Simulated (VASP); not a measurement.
# HfB2 (P6/mmm) in VASP: further runs

HfB2 is run at these levels: PBE; tasks: single point.

Program: VASP 6.6.1. These are calculated values, not measurements. Logs are shortened: lines on timing, memory, paths and dates and some standing lists are left out, and cuts for length are marked.

## (1) The cell of the first run

The structure is hexagonal, space group P6/mmm (No. 191). Conventional cell: a = 3.109 Å, b = 3.109 Å, c = 3.480 Å, α = 90.00°, β = 90.00°, γ = 120.00°. Within 3.3 Å of Hf (site symmetry 6/mmm) lie 12 B at 2.50 Å and 6 Hf at 3.11 Å. B (site symmetry -6m2) has 3 B at 1.79 Å within 2.4 Å.

## (2) Single point, PBE (equal xx and yy strain of -1 %)

INCAR reads:

```
ALGO = Normal ; EDIFF = 1E-7
ENCUT = 520 ; GGA = PE
ISIF = 2 ; ISMEAR = -1
LASPH = T ; LCHARG = F
LREAL = F ; LWAVE = F
NBANDS = 15 ; NELM = 60
PREC = Accurate ; SIGMA = 0.05
```

KPOINTS reads:

```
k-points
0
Gamma
  13 13 11
```

POSCAR reads:

```
HfB2
1.0
    3.1086000995      0.0000000000      0.0000000000
   -1.5543000498      2.6921266564      0.0000000000
    0.0000000000      0.0000000000      3.4800000000
Hf B
1 2
Direct
    0.0000000000      0.0000000000      0.0000000000
    0.3333333333      0.6666666667      0.5000000000
    0.6666666667      0.3333333333      0.5000000000
```

Potentials or basis: VASP PAW PBE potentials, release 64 (Hf_pv, B).

Started as:

```sh
cat potpaw_PBE.64/Hf_pv/POTCAR potpaw_PBE.64/B/POTCAR > POTCAR
mpirun -np 1 vasp_std > vasp.out
```

OUTCAR:

```text
EDIFF = 1E-7
   ENCUT = 520
   GGA = PE
   ISIF = 2
   ISMEAR = -1
   LASPH = T
   LREAL = F
   NELM = 60
   PREC = Accurate

 ion  position               nearest neighbor table
   1  0.000  0.000  0.000-   2 2.50   3 2.50   2 2.50   3 2.50   3 2.50   3 2.50   2 2.50   2 2.50
                             3 2.50   3 2.50   2 2.50   2 2.50
   2  0.333  0.667  0.500-   3 1.79   3 1.79   3 1.79   1 2.50   1 2.50   1 2.50   1 2.50   1 2.50
                             1 2.50
   3  0.667  0.333  0.500-   2 1.79   2 1.79   2 1.79   1 2.50   1 2.50   1 2.50   1 2.50   1 2.50
                             1 2.50

  LATTYP: Found a hexagonal cell.
 ALAT       =     3.1086000995
 C/A-ratio  =     1.1194749690

  Lattice vectors:

 A1 = (   3.1086000995,   0.0000000000,   0.0000000000)
 A2 = (  -1.5543000498,   2.6921266564,   0.0000000000)
 A3 = (   0.0000000000,   0.0000000000,   3.4800000000)

Analysis of symmetry for initial positions (statically):
=====================================================================
 Subroutine PRICEL returns:
 Original cell was already a primitive cell.

 Routine SETGRP: Setting up the symmetry group for a
 hexagonal supercell.

 Subroutine GETGRP returns: Found 24 space group operations
 (whereof 24 operations were pure point group operations)
 out of a pool of 24 trial point group operations.

The static configuration has the point symmetry D_6h.

Analysis of symmetry for dynamics (positions and initial velocities):
=====================================================================
 Subroutine PRICEL returns:
 Original cell was already a primitive cell.

 Routine SETGRP: Setting up the symmetry group for a
 hexagonal supercell.

 Subroutine GETGRP returns: Found 24 space group operations
 (whereof 24 operations were pure point group operations)
 out of a pool of 24 trial point group operations.

The dynamic configuration has the point symmetry D_6h.

 Subroutine INISYM returns: Found 24 space group operations
 (whereof 24 operations are pure point group operations),
 and found     1 'primitive' translations

----------------------------------------------------------------------------------------

                                     Primitive cell

  volume of cell :      29.1232

  direct lattice vectors                    reciprocal lattice vectors
     3.108600099  0.000000000  0.000000000     0.321688209  0.185726774  0.000000000
    -1.554300050  2.692126656  0.000000000     0.000000000  0.371453549  0.000000000
     0.000000000  0.000000000  3.480000000     0.000000000  0.000000000  0.287356322

  length of vectors
     3.108600099  3.108600100  3.480000000     0.371453549  0.371453549  0.287356322

  position of ions in fractional coordinates (direct lattice)
     0.000000000  0.000000000  0.000000000
     0.333333333  0.666666667  0.500000000
     0.666666667  0.333333333  0.500000000

  ion indices of the primitive-cell ions
   primitive index   ion index
                 1           1
                 2           2
                 3           3

----------------------------------------------------------------------------------------

 KPOINTS: k-points

Automatic generation of k-mesh.
 Grid dimensions read from file:
 generate k-points for:   13   13   11

 Generating k-lattice:

  Cartesian coordinates                     Fractional coordinates (reciprocal lattice)
     0.024745247  0.014286675  0.000000000     0.076923077 -0.000000000  0.000000000
     0.000000000  0.028573350  0.000000000     0.000000000  0.076923077  0.000000000
     0.000000000  0.000000000  0.026123302     0.000000000  0.000000000  0.090909091

  Length of vectors
     0.028573350  0.028573350  0.026123302

  Shift w.r.t. Gamma in fractional coordinates (k-lattice)
     0.000000000  0.000000000  0.000000000

 Subroutine IBZKPT returns following result:
 ===========================================

 Found    126 irreducible k-points:

 Following reciprocal coordinates:
            Coordinates               Weight
  0.000000  0.000000  0.000000      1.000000
  0.076923  0.000000  0.000000      6.000000
  0.153846  0.000000  0.000000      6.000000
  0.230769  0.000000  0.000000      6.000000
  0.307692  0.000000  0.000000      6.000000
  0.384615  0.000000  0.000000      6.000000
[... 16 lines left out ...]
  0.076923  0.000000  0.090909     12.000000
  0.153846  0.000000  0.090909     12.000000
 [... further k-points ...]
   k-points           NKPTS =    126   k-points in BZ     NKDIM =    126   number of bands    NBANDS=     15
   number of dos      NEDOS =    301   number of ions     NIONS =      3
   total plane-waves  NPLWV =  16128
   dimension x,y,z NGX =    24 NGY =   24 NGZ =   28
   dimension x,y,z NGXF=    48 NGYF=   48 NGZF=   56
   ions per type =               1   2
   NGX,Y,Z   is equivalent  to a cutoff of  12.84, 12.84, 13.38 a.u.
   NGXF,Y,Z  is equivalent  to a cutoff of  25.67, 25.67, 26.75 a.u.
 SYSTEM =  unknown system
   PREC   = accura    normal or accurate (medium, high low for compatibility)
   ISTART =      0    job   : 0-new  1-cont  2-samecut
   ICHARG =      2    charge: 1-file 2-atom 10-const
   ISPIN  =      1    spin polarized calculation?
   LNONCOLLINEAR =      F non collinear calculations
   LSORBIT =      F    spin-orbit coupling
   LASPH  =      T    aspherical Exc in radial PAW
   ENCUT  =  520.0 eV  38.22 Ry    6.18 a.u.   5.78  5.78  6.47*2*pi/ulx,y,z
   NELM   =     60;   NELMIN=  2; NELMDL= -5     # of ELM steps
   EDIFF  = 0.1E-06   stopping-criterion for ELM
   LREAL  =      F    real-space projection
   EDIFFG = 0.1E-05   stopping-criterion for IOM
   NSW    =      0    number of steps for IOM
   IBRION =     -1    ionic relax: 0-MD 1-quasi-New 2-CG
   NFREE  =      0    steps in history (QN), initial steepest desc. (CG)
   ISIF   =      2    stress and relaxation
   ISYM   =      2    0-nonsym 1-usesym 2-fastsym
   POTIM  = 0.5000    time-step for ionic-motion
   TEBEG  =    0.0;   TEEND  =   0.0 temperature during run
   PSTRESS=    0.0 pullay stress
   NELECT =      16.0000    total number of electrons
   NUPDOWN=      -1.0000    fix difference up-down
   EMIN   =  10.00;   EMAX   =-10.00  energy-range for DOS
   EFERMI =   0.00;   METHOD = LEGACY
   ISMEAR =    -1;   SIGMA  =   0.05  broadening in eV -4-tet -1-fermi 0-gaus
   EFERMI_NEDOS =   21; number of points for ismear=-14 and -15
   IALGO  =     38    algorithm
   IMIX   =      4    mixing-type and parameters
     AMIX     =   0.40;   BMIX     =  1.00
     AMIX_MAG =   1.60;   BMIX_MAG =  1.00
  volume/ion in A,a.u.               =       9.71        65.51
  Fermi-wavevector in a.u.,A,eV,Ry     =   1.340813  2.533770 24.460284  1.797780
  Thomas-Fermi vector in A             =   2.469096
   LORBIT       =      0    0 simple, 1 ext, 2 COOP (PROOUT), +10 PAW based schemes
   GGA     = PE    functional components
   LHFCALC =     F    Hartree Fock is set to
   AEXX    =    0.0000 exact exchange contribution
   IVDW    =     0    specifies the selected vdW correction
   LEPSILON=     F    determine dielectric tensor
   LRPA    =     F    only Hartree local field effects (RPA)
 non-spin polarized calculation
  energy-cutoff  :      520.00
  volume of cell :       29.12
 maximum number of plane-waves:       798
 NGX is ok and might be reduce to    24
   NGX = 11   NGY = 11   NGZ = 13

 number of electron      15.9999999 magnetization

 Free energy of the ion-electron system (eV)
  ---------------------------------------------------
  ext. energy  EPLUGINS =         0.00000000
  ---------------------------------------------------
  free energy    TOTEN  =       -26.38598879 eV

  energy without entropy =      -26.38434403  energy(sigma->0) =      -26.38516641

 E-fermi :   7.8972     XC(G=0): -12.6899

 val. band max:        7.8314790279   @ k =   0.2308   0.2308   0.0000
 cond. band min:       7.9167560902   @ k =   0.3077   0.1538   0.0000
 fundamental gap:      0.0852770624
 Fermi energy:         7.8971772776

 k-point     1 :       0.0000    0.0000    0.0000
  band No.  band energies     occupation
      1     -22.7643      2.00000
      2     -22.2199      2.00000
      3     -22.2199      2.00000
      4      -6.0472      2.00000
      5       4.7242      2.00000
      6       4.9631      2.00000
      7       4.9631      2.00000
      8       4.9671      2.00000
      9      11.9652      0.00000
     10      11.9652      0.00000
     11      12.5097      0.00000
     12      12.5097      0.00000
     13      12.9807      0.00000
     14      12.9807      0.00000
     15      13.1237      0.00000

 k-point     2 :       0.0769    0.0000    0.0000
  band No.  band energies     occupation
      1     -22.7559      2.00000
      2     -22.2714      2.00000
      3     -22.2313      2.00000
      4      -5.9160      2.00000
      5       4.5914      2.00000
      6       4.8520      2.00000
      7       4.8629      2.00000
      8       4.9553      2.00000
      9      11.5344      0.00000
     10      11.8700      0.00000
     11      11.9149      0.00000
     12      12.1276      0.00000
     13      13.4469      0.00000
     14      13.8115      0.00000
     15      13.9615      0.00000

 k-point     3 :       0.1538    0.0000    0.0000
  band No.  band energies     occupation
      1     -22.7326      2.00000
      2     -22.4114      2.00000
      3     -22.2624      2.00000
      4      -5.5355      2.00000
      5       3.6851      2.00000
      6       4.5654      2.00000
      7       4.9105      2.00000
      8       5.2058      2.00000
      9      10.4563      0.00000
     10      11.5913      0.00000
     11      11.6206      0.00000
     12      12.2976      0.00000
     13      13.8750      0.00000
     14      14.9580      0.00000
     15      15.0481      0.00000

 k-point     4 :       0.2308    0.0000    0.0000
  band No.  band energies     occupation
      1     -22.6995      2.00000
      2     -22.6029      2.00000
      3     -22.3060      2.00000
      4      -4.9388      2.00000
      5       2.5478      2.00000
      6       4.2221      2.00000
      7       4.8000      2.00000
      8       5.5048      2.00000
      9       9.9303      0.00000
     10      11.2989      0.00000
     11      11.7572      0.00000
     12      11.8172      0.00000
     13      14.0008      0.00000
     14      15.4098      0.00000
     15      16.7333      0.00000
[... 307 lines left out ...]
 k-point    22 :       0.0000    0.0000    0.0909
  band No.  band energies     occupation
      1     -22.7876      2.00000
      2     -22.2183      2.00000
      3     -22.2183      2.00000
      4      -5.9137      2.00000
      5       3.6796      2.00000
      6       5.0456      2.00000
      7       5.0456      2.00000
      8       5.9681      2.00000
      9      11.0429      0.00000
     10      11.0429      0.00000
     11      12.2258      0.00000
     12      12.2258      0.00000
     13      13.1205      0.00000
     14      14.1108      0.00000
     15      14.1108      0.00000

 k-point    23 :       0.0769    0.0000    0.0909
  band No.  band energies     occupation
      1     -22.7790      2.00000
      2     -22.2696      2.00000
      3     -22.2296      2.00000
      4      -5.7853      2.00000
      5       3.7332      2.00000
      6       4.6615      2.00000
      7       5.0216      2.00000
      8       5.9183      2.00000
      9      10.7942      0.00000
     10      10.8159      0.00000
     11      12.2507      0.00000
     12      12.4203      0.00000
     13      13.7337      0.00000
     14      13.9675      0.00000
     15      14.4480      0.00000

 k-point    24 :       0.1538    0.0000    0.0909
  band No.  band energies     occupation
      1     -22.7551      2.00000
      2     -22.4092      2.00000
      3     -22.2606      2.00000
      4      -5.4136      2.00000
      5       3.6312      2.00000
      6       3.9202      2.00000
      7       4.9302      2.00000
      8       5.8497      2.00000
      9      10.1121      0.00000
     10      10.6242      0.00000
     11      12.5009      0.00000
     12      12.6839      0.00000
     13      13.5254      0.00000
     14      15.0374      0.00000
     15      15.3485      0.00000

 [... further k-points ...]

------------------------ aborting loop because EDIFF is reached ----------------------------------------

  FORCE on cell =-STRESS in cart. coord.  units (eV):
  Direction    XX          YY          ZZ          XY          YZ          ZX
  --------------------------------------------------------------------------------------
  -------------------------------------------------------------------------------------
  Total        1.4367431      1.4367431      0.7027813     -0.0000000      0.0000000     -0.0000000
  in kB       79.0405767     79.0405767     38.6626104     -0.0000000      0.0000000     -0.0000000
  external PRESSURE =      65.5812546 kB  Pullay stress =       0.0000000 kB

 VOLUME and BASIS-vectors are now :
 -----------------------------------------------------------------------------
  energy-cutoff  :      520.00
  volume of cell :       29.12
      direct lattice vectors                 reciprocal lattice vectors
     3.108600099  0.000000000  0.000000000     0.321688209  0.185726774  0.000000000
    -1.554300050  2.692126656  0.000000000     0.000000000  0.371453549  0.000000000
     0.000000000  0.000000000  3.480000000     0.000000000  0.000000000  0.287356322

 POSITION                                       TOTAL-FORCE (eV/Angst)
 -----------------------------------------------------------------------------------
      0.00000      0.00000      0.00000         0.000000      0.000000      0.000000
     -0.00000      1.79475      1.74000         0.000000      0.000000      0.000000
      1.55430      0.89738      1.74000        -0.000000      0.000000      0.000000
 -----------------------------------------------------------------------------------
    total drift:                               -0.000000      0.000000      0.000000

  FREE ENERGIE OF THE ION-ELECTRON SYSTEM (eV)
  ---------------------------------------------------
  free  energy   TOTEN  =       -26.3859887852 eV

  energy  without entropy=      -26.3843440303  energy(sigma->0) =      -26.38516641
```

Run time: 44 s. Hardware: 1 thread of Intel Xeon Platinum 8259CL at 2.50GHz (Skylake/Cascade Lake), shared host; peak memory 0.18 GiB.

What came out:

```yaml
Free_energy: -26.3860 eV
Pressure: 6.6 GPa
Band_gap_on_the_k_mesh: zero (band 8 reaches 8.58 eV, above the bottom of band 9 at 7.43 eV)
```

Caveat: the cell differs from its parent crystal (equal xx and yy strain of -1 %); spin-orbit coupling is left out, which moves the levels of the heavy elements.

## (3) Single point, PBE (zz strain of -2 %)

INCAR reads:

```
SYSTEM = HfB2
PREC = Accurate
ENCUT = 520
EDIFF = 1E-6
ISMEAR = -1
SIGMA = 0.05
LREAL = .False.
LASPH = .True.
NELM = 100
ALGO = Normal
ISIF = 2
LWAVE = .False.
LCHARG = .False.
GGA = PE
NBANDS = 15
```

KPOINTS reads:

```
Automatic mesh
0
Gamma
  13 13 11
  0 0 0
```

POSCAR reads:

```
HfB2
1.0
    3.1400001005      0.0000000000      0.0000000000
   -1.5700000503      2.7193198549      0.0000000000
    0.0000000000      0.0000000000      3.4104000000
Hf B
1 2
Direct
    0.0000000000      0.0000000000      0.0000000000
    0.3333333333      0.6666666667      0.5000000000
    0.6666666667      0.3333333333      0.5000000000
```

Potentials or basis: VASP PAW PBE potentials, release 64 (Hf_pv, B).

Started as:

```sh
cat potpaw_PBE.64/Hf_pv/POTCAR potpaw_PBE.64/B/POTCAR > POTCAR
mpirun -np 1 vasp_std > vasp.out
```

It took 17 s on 1 thread of Intel Xeon 6975P-C (Granite Rapids), shared host; peak memory 0.18 GiB.

It converged, with:

* Free energy: -26.3799 eV
* Pressure: 6.1 GPa
* Band gap on the k mesh: zero (band 8 reaches 8.48 eV, above the bottom of band 9 at 7.46 eV)

Stress tensor (GPa, compression positive):
```
 3.67  0.00  0.00
 0.00  3.67  0.00
 0.00  0.00 10.87
```

Levels at points of the mesh, in eV from the Fermi level:
| k point | band 4 | band 5 | band 6 | band 7 | band 8 | band 9 | band 10 | band 11 | band 12 | band 13 |
| --- | --- | --- | --- | --- | --- | --- | --- | --- | --- | --- |
| (0.00, 0.00, 0.00) | -13.97 | -3.20 | -3.20 | -3.08 | -2.71 | 4.00 | 4.00 | 4.72 | 4.82 | 4.82 |

Caveat: the cell differs from its parent crystal (zz strain of -2 %); spin-orbit coupling is left out, which moves the levels of the heavy elements.

## (4) Single point, PBE (zz strain of +1 %)

INCAR reads:

```
PREC     = Accurate       # precision mode
ENCUT    = 520            # plane-wave cutoff, eV
EDIFF    = 1E-6           # SCF threshold, eV
ISMEAR   = -1             # smearing method
SIGMA    = 0.05           # smearing width, eV
LREAL    = False          # projectors in reciprocal space
LASPH    = True           # aspherical terms in the spheres
NELM     = 60             # most SCF steps
ALGO     = Normal         # electronic algorithm
ISIF     = 2              # what is computed and relaxed
LWAVE    = False          # write WAVECAR
LCHARG   = False          # write CHGCAR
GGA      = PE             # functional
NBANDS   = 15             # bands
```

KPOINTS reads:

```
Automatic mesh
0
Gamma
  13 13 11
```

Edit POSCAR of step 3 so:

```diff
@@ -4,3 +4,3 @@
    -1.5700000503      2.7193198549      0.0000000000
-    0.0000000000      0.0000000000      3.4104000000
+    0.0000000000      0.0000000000      3.5148000000
 Hf B
```

Started as:

```sh
cat potpaw_PBE.64/Hf_pv/POTCAR potpaw_PBE.64/B/POTCAR > POTCAR
mpirun -np 1 vasp_std > vasp.out
```

Wall time 17 s (1 thread of Intel Xeon 6975P-C (Granite Rapids), shared host); peak memory 0.18 GiB.

The run converged. Its results:

| Quantity | Value |
| --- | --- |
| Free energy | -26.4004 eV |
| Pressure | -1.3 GPa |
| Band gap on the k mesh | zero (band 8 reaches 8.32 eV, above the bottom of band 9 at 7.21 eV) |

Stress tensor (GPa, compression positive):
```
-0.36  0.00  0.00
 0.00 -0.36  0.00
 0.00  0.00 -3.30
```

Levels at points of the mesh, in eV from the Fermi level:
```tsv
k point	band 6	band 7	band 8	band 9	band 10	band 11
(0.00, 0.00, 0.00)	-2.94	-2.87	-2.87	3.92	3.92	4.45
```

Caveat: the cell differs from its parent crystal (zz strain of +1 %); spin-orbit coupling is left out, which moves the levels of the heavy elements.

## (5) Overview

| cell | gap on the mesh (eV) | pressure (GPa) |
| --- | --- | --- |
| a = 3.109, b = 3.109, c = 3.480 Å, angles 90.0, 90.0, 120.0°, 3 atoms | none | 6.6 |
| a = 3.140, b = 3.140, c = 3.410 Å, angles 90.0, 90.0, 120.0°, 3 atoms | none | 6.1 |
| a = 3.140, b = 3.140, c = 3.515 Å, angles 90.0, 90.0, 120.0°, 3 atoms | none | -1.3 |

Alike in all rows: task single point; level PBE; potentials or basis VASP PAW PBE potentials, release 64 (Hf_pv, B); no spin polarisation; k mesh 13 × 13 × 11; cutoff (eV) 520; smearing fermi-dirac 0.05 eV.

Caveats: spin-orbit coupling is left out, which moves the levels of the heavy elements.

Absolute energies hang on the potentials; compare differences alone.
